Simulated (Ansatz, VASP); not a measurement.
## Rb3H2: VASP beside Ansatz

```xyz
10
Lattice="3.7913 2.1889 7.4052 -3.7913 2.1889 7.4052 0.0000 -4.3778 7.4052" Properties=species:S:1:pos:R:3 pbc="T T T"
Rb   -1.3926   -2.1889    9.2565
Rb    2.5920   -0.1116    9.2565
Rb   -1.1993    2.3005    9.2565
Rb    1.3926    2.1889   12.9591
Rb   -2.5920    0.1116   12.9591
Rb    1.1993   -2.3005   12.9591
H     0.0000    0.0000   18.5064
H     0.0000    0.0000   14.8170
H     0.0000    0.0000    3.7092
H     0.0000    0.0000    7.3986
```

Alike in both runs: functional PBE; k mesh 6 × 6 × 6; occupations gaussian, width 0.1 eV; no spin polarisation.

Ansatz relaxed the structure, and its values are those at the end. VASP's run is a single point on that final structure, the one shown.

|  | VASP | Ansatz |
| --- | --- | --- |
| version | VASP 6.6.1 | Ansatz 0.2.0 |
| potentials or method | VASP PAW PBE potentials, release 64 (Rb_sv, H), cutoff 520 eV | scalar-relativistic, plane waves, PAW |
| valence electrons in the cell | 58 | 58 |

```csv
,VASP,Ansatz,Ansatz less VASP
gap on the k mesh at the Fermi level (eV),none,none,-
pressure (GPa),0.0,0.0,+0.01
```

A gap of «none» marks a metal or a gap that the smearing closes. With one functional, cell and mesh, what is left measures potentials, basis and numerics.
